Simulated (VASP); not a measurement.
# In4O (I-43m) in VASP: a series of runs, part 2 of 2

VASP 6.6.1. The steps go on from the part before.

### Step 4. Relaxation of cell and atoms, PBE

Contents of INCAR:

```
SYSTEM = In4O
ALGO = Normal
EDIFF = 1E-6
EDIFFG = -0.01
ENCUT = 600
GGA = PE
IBRION = 2
ISIF = 3
ISMEAR = 0
LASPH = .TRUE.
LCHARG = .FALSE.
LREAL = .FALSE.
LWAVE = .FALSE.
NELM = 100
NSW = 100
PREC = Accurate
SIGMA = 0.1
```

Contents of KPOINTS:

```
k-points
0
G
  8 8 8
  0 0 0
```

Contents of POSCAR:

```
In4O
1.0
   -3.2593506805      3.2593506805      3.2593506805
    3.2593506805     -3.2593506805      3.2593506805
    3.2593506805      3.2593506805     -3.2593506805
In O
4 1
Direct
    0.4013676457      0.4013676457      0.4013676457
    0.5986323543      0.0000000000      0.0000000000
    0.0000000000      0.0000000000      0.5986323543
    0.0000000000      0.5986323543      0.0000000000
    0.0000000000      0.0000000000      0.0000000000
```

Potentials or basis: VASP PAW PBE potentials, release 64 (In_d, O).

Command:

```bash
$ cat potpaw_PBE.64/In_d/POTCAR potpaw_PBE.64/O/POTCAR > POTCAR
$ mpirun -np 1 vasp_std > vasp.out
```

OUTCAR:

```text
SYSTEM = In4O
   EDIFF = 1E-6
   EDIFFG = -0.01
   ENCUT = 600
   GGA = PE
   IBRION = 2
   ISIF = 3
   ISMEAR = 0
   LASPH = .TRUE.
   LREAL = .FALSE.
   NELM = 100
   NSW = 100
   PREC = Accurate

 ion  position               nearest neighbor table
   1  0.401  0.401  0.401-   5 2.27   4 3.38   2 3.38   2 3.38   3 3.38   4 3.38   3 3.38   3 3.70
                             4 3.70   2 3.70
   2  0.599  0.000  0.000-   5 2.27   3 3.38   1 3.38   4 3.38   1 3.38   3 3.38   4 3.38   3 3.70
                             4 3.70   1 3.70
   3  0.000  0.000  0.599-   5 2.27   4 3.38   1 3.38   2 3.38   2 3.38   4 3.38   1 3.38   2 3.70
                             4 3.70   1 3.70
   4  0.000  0.599  0.000-   5 2.27   3 3.38   1 3.38   2 3.38   2 3.38   3 3.38   1 3.38   2 3.70
                             3 3.70   1 3.70
   5  0.000  0.000  0.000-   1 2.27   2 2.27   3 2.27   4 2.27

  LATTYP: Found a body centered cubic cell.
 ALAT       =     6.5187013610

  Lattice vectors:

 A1 = (  -3.2593506805,   3.2593506805,   3.2593506805)
 A2 = (   3.2593506805,  -3.2593506805,   3.2593506805)
 A3 = (   3.2593506805,   3.2593506805,  -3.2593506805)

Analysis of symmetry for initial positions (statically):
=====================================================================
 Subroutine PRICEL returns:
 Original cell was already a primitive cell.

 Routine SETGRP: Setting up the symmetry group for a
 body centered cubic supercell.

 Subroutine GETGRP returns: Found 24 space group operations
 (whereof 24 operations were pure point group operations)
 out of a pool of 48 trial point group operations.

The static configuration has the point symmetry T_d .

Analysis of symmetry for dynamics (positions and initial velocities):
=====================================================================
 Subroutine PRICEL returns:
 Original cell was already a primitive cell.

 Routine SETGRP: Setting up the symmetry group for a
 body centered cubic supercell.

 Subroutine GETGRP returns: Found 24 space group operations
 (whereof 24 operations were pure point group operations)
 out of a pool of 48 trial point group operations.

The dynamic configuration has the point symmetry T_d .

 Subroutine INISYM returns: Found 24 space group operations
 (whereof 24 operations are pure point group operations),
 and found     1 'primitive' translations

----------------------------------------------------------------------------------------

                                     Primitive cell

  volume of cell :     138.5011

  direct lattice vectors                    reciprocal lattice vectors
    -3.259350680  3.259350680  3.259350680     0.000000000  0.153404788  0.153404788
     3.259350680 -3.259350680  3.259350680     0.153404788  0.000000000  0.153404788
     3.259350680  3.259350680 -3.259350680     0.153404788  0.153404788  0.000000000

  length of vectors
     5.645360978  5.645360978  5.645360978     0.216947132  0.216947132  0.216947132

  position of ions in fractional coordinates (direct lattice)
     0.401367646  0.401367646  0.401367646
     0.598632354  0.000000000  0.000000000
     0.000000000  0.000000000  0.598632354
[... 62 lines left out ...]
 -0.375000  0.375000  0.250000     24.000000
 [... further k-points ...]
   k-points           NKPTS =     29   k-points in BZ     NKDIM =     29   number of bands    NBANDS=     34
   number of dos      NEDOS =    301   number of ions     NIONS =      5
   total plane-waves  NPLWV = 110592
   dimension x,y,z NGX =    48 NGY =   48 NGZ =   48
   dimension x,y,z NGXF=    96 NGYF=   96 NGZF=   96
   ions per type =               4   1
   NGX,Y,Z   is equivalent  to a cutoff of  14.14, 14.14, 14.14 a.u.
   NGXF,Y,Z  is equivalent  to a cutoff of  28.27, 28.27, 28.27 a.u.
 SYSTEM =  In4O
   PREC   = accura    normal or accurate (medium, high low for compatibility)
   ISTART =      0    job   : 0-new  1-cont  2-samecut
   ICHARG =      2    charge: 1-file 2-atom 10-const
   ISPIN  =      1    spin polarized calculation?
   LNONCOLLINEAR =      F non collinear calculations
   LSORBIT =      F    spin-orbit coupling
   LASPH  =      T    aspherical Exc in radial PAW
   ENCUT  =  600.0 eV  44.10 Ry    6.64 a.u.  11.28 11.28 11.28*2*pi/ulx,y,z
   NELM   =    100;   NELMIN=  2; NELMDL= -5     # of ELM steps
   EDIFF  = 0.1E-05   stopping-criterion for ELM
   LREAL  =      F    real-space projection
   EDIFFG = -.1E-01   stopping-criterion for IOM
   NSW    =    100    number of steps for IOM
   IBRION =      2    ionic relax: 0-MD 1-quasi-New 2-CG
   NFREE  =      1    steps in history (QN), initial steepest desc. (CG)
   ISIF   =      3    stress and relaxation
   ISYM   =      2    0-nonsym 1-usesym 2-fastsym
   POTIM  = 0.5000    time-step for ionic-motion
   TEBEG  =    0.0;   TEEND  =   0.0 temperature during run
   PSTRESS=    0.0 pullay stress
   NELECT =      58.0000    total number of electrons
   NUPDOWN=      -1.0000    fix difference up-down
   EMIN   =  10.00;   EMAX   =-10.00  energy-range for DOS
   EFERMI =   0.00;   METHOD = LEGACY
   ISMEAR =     0;   SIGMA  =   0.10  broadening in eV -4-tet -1-fermi 0-gaus
   EFERMI_NEDOS =   21; number of points for ismear=-14 and -15
   IALGO  =     38    algorithm
   IMIX   =      4    mixing-type and parameters
     AMIX     =   0.40;   BMIX     =  1.00
     AMIX_MAG =   1.60;   BMIX_MAG =  1.00
  volume/ion in A,a.u.               =      27.70       186.93
  Fermi-wavevector in a.u.,A,eV,Ry     =   1.224803  2.314543 20.410692  1.500144
  Thomas-Fermi vector in A             =   2.359865
   LORBIT       =      0    0 simple, 1 ext, 2 COOP (PROOUT), +10 PAW based schemes
   GGA     = PE    functional components
   LHFCALC =     F    Hartree Fock is set to
   AEXX    =    0.0000 exact exchange contribution
   IVDW    =     0    specifies the selected vdW correction
   LEPSILON=     F    determine dielectric tensor
   LRPA    =     F    only Hartree local field effects (RPA)
 conjugate gradient relaxation of ions
 non-spin polarized calculation
 Gauss-broadening in eV      SIGMA  =   0.10
  energy-cutoff  :      600.00
  volume of cell :      138.50
 maximum number of plane-waves:      4664
 NGX is ok and might be reduce to    48
   NGX = 23   NGY = 23   NGZ = 23

--------------------------------------- Ionic step        1  -------------------------------------------

 number of electron      58.0000004 magnetization

 Free energy of the ion-electron system (eV)
  ---------------------------------------------------
  ext. energy  EPLUGINS =         0.00000000
  ---------------------------------------------------
  free energy    TOTEN  =       -16.75329401 eV

  energy without entropy =      -16.74018592  energy(sigma->0) =      -16.74673997

------------------------ aborting loop because EDIFF is reached ----------------------------------------

  FORCE on cell =-STRESS in cart. coord.  units (eV):
  Direction    XX          YY          ZZ          XY          YZ          ZX
  --------------------------------------------------------------------------------------
  -------------------------------------------------------------------------------------
  Total       -0.4118165     -0.4118165     -0.4118165     -0.0000000      0.0000000     -0.0000000
  in kB       -4.7638831     -4.7638831     -4.7638831     -0.0000000      0.0000000     -0.0000000
  external PRESSURE =      -4.7638831 kB  Pullay stress =       0.0000000 kB
[... 260 lines left out ...]
--------------------------------------- Ionic step        8  -------------------------------------------

 number of electron      57.9999998 magnetization

 Free energy of the ion-electron system (eV)
  ---------------------------------------------------
  ext. energy  EPLUGINS =         0.00000000
  ---------------------------------------------------
  free energy    TOTEN  =       -16.75816115 eV

  energy without entropy =      -16.74507207  energy(sigma->0) =      -16.75161661

 E-fermi :   5.3498     XC(G=0):  -9.3189

 val. band max:        5.2792191265   @ k =   0.1250   0.1250   0.0000
 cond. band min:       5.3795629157   @ k =   0.2500   0.2500   0.0000
 fundamental gap:      0.1003437892
 Fermi energy:         5.3497622743

 k-point     1 :       0.0000    0.0000    0.0000
  band No.  band energies     occupation
      1     -13.4862      2.00000
      2      -9.2305      2.00000
      3      -9.2305      2.00000
      4      -9.1705      2.00000
      5      -9.1705      2.00000
      6      -9.1531      2.00000
[... 877 lines left out ...]
     33       7.5409      0.00000
     34      10.2880      0.00000

 [... further k-points ...]

------------------------ aborting loop because EDIFF is reached ----------------------------------------

  FORCE on cell =-STRESS in cart. coord.  units (eV):
  Direction    XX          YY          ZZ          XY          YZ          ZX
  --------------------------------------------------------------------------------------
  -------------------------------------------------------------------------------------
  Total        0.0023928      0.0023928      0.0023928      0.0000000      0.0000000     -0.0000000
  in kB        0.0282917      0.0282917      0.0282917      0.0000000      0.0000000     -0.0000000
  external PRESSURE =       0.0282917 kB  Pullay stress =       0.0000000 kB
[... 20 lines left out ...]
  FREE ENERGIE OF THE ION-ELECTRON SYSTEM (eV)
  ---------------------------------------------------
  free  energy   TOTEN  =       -16.7581611532 eV

  energy  without entropy=      -16.7450720689  energy(sigma->0) =      -16.75161661

 reached required accuracy - stopping structural energy minimisation
```

CONTCAR:

```text
In4O
   1.00000000000000
    -3.2356654151636839    3.2356654151636839    3.2356654151636839
     3.2356654151636839   -3.2356654151636839    3.2356654151636839
     3.2356654151636839    3.2356654151636839   -3.2356654151636839
  In              O
     4     1
Direct
     0.4038404508416568    0.4038404508416568    0.4038404508416568
     0.5961595491583431    0.0000000000000000    0.0000000000000000
     0.0000000000000000    0.0000000000000000    0.5961595491583431
     0.0000000000000000    0.5961595491583431    0.0000000000000000
     0.0000000000000000    0.0000000000000000    0.0000000000000000

  0.00000000E+00  0.00000000E+00  0.00000000E+00
  0.00000000E+00  0.00000000E+00  0.00000000E+00
  0.00000000E+00  0.00000000E+00  0.00000000E+00
  0.00000000E+00  0.00000000E+00  0.00000000E+00
  0.00000000E+00  0.00000000E+00  0.00000000E+00
```

Run time: 20 min. Hardware: 1 thread of Intel Xeon Platinum 8488C (Sapphire Rapids), shared host; peak memory 0.42 GiB.

What came out:

* Free energy: -16.7582 eV
* Relaxed volume: 27.10 Å³/atom
* Relaxed cell: a = 5.604 Å, b = 5.604 Å, c = 5.604 Å, α = 109.47°, β = 109.47°, γ = 109.47°
* Space group after relaxing (to 0.1 Å): I-43m (No. 217)
* Energy gained by relaxing: 1.0 meV/atom
* Ionic steps: 8
* Pressure after relaxing: 0.0 GPa
* Band gap on the k mesh: zero (bands 29 and 30 overlap by 3.40 eV)

Step by step:
```csv
step,energy change (eV),largest force (eV/Å),pressure (GPa),volume (Å³)
1,0.0000,0.0119,-0.48,138.50
2,-0.0030,0.0599,0.04,136.86
3,-0.0029,0.0574,-0.09,136.90
4,-0.0036,0.0430,-0.10,136.69
5,-0.0047,0.0021,-0.09,136.04
6,-0.0048,0.0096,-0.10,135.85
7,-0.0048,0.0097,0.07,135.21
8,-0.0049,0.0009,0.00,135.50
```

Final structure:
```
In O
1.0
    -3.23567    3.23567    3.23567
     3.23567   -3.23567    3.23567
     3.23567    3.23567   -3.23567
In O
4 1
Direct
  0.40384 0.40384 0.40384
  0.59616 0.00000 0.00000
  0.00000 0.00000 0.59616
  0.00000 0.59616 0.00000
  0.00000 0.00000 0.00000
```

Caveat: spin-orbit coupling is left out, which moves the levels of the heavy elements.

### Step 5. Overview

| task | spin | cell | k mesh | cutoff (eV) | gap on the mesh (eV) | pressure (GPa) | moment (μB) |
| --- | --- | --- | --- | --- | --- | --- | --- |
| single point | collinear, ferromagnetic start | a = 5.645 Å, angles 109.5°, 5 atoms, atomic positions A | 4 × 4 × 4 | 520 | none | -0.2 | 0.03 |
| single point | collinear, ferromagnetic start | a = 5.662 Å, angles 109.5°, 5 atoms, atomic positions B | 4 × 4 × 4 | 520 | none | 11.1 | 0.00 |
| relaxation of cell and atoms | off | relaxed from a = 5.645 Å, angles 109.5°, 5 atoms, atomic positions A | 8 × 8 × 8 | 600 | none | 0.0 | - |

Alike in all rows: level PBE; potentials or basis VASP PAW PBE potentials, release 64 (In_d, O); smearing gaussian 0.1 eV.

Caveats: spin-orbit coupling is left out, which moves the levels of the heavy elements; the cell stands under pressure (at least some runs); forces of over 1 eV/Å act on the atoms, so gaps and moduli don't describe the material at rest (at least some runs).

Absolute energies hang on the potentials; compare differences alone.
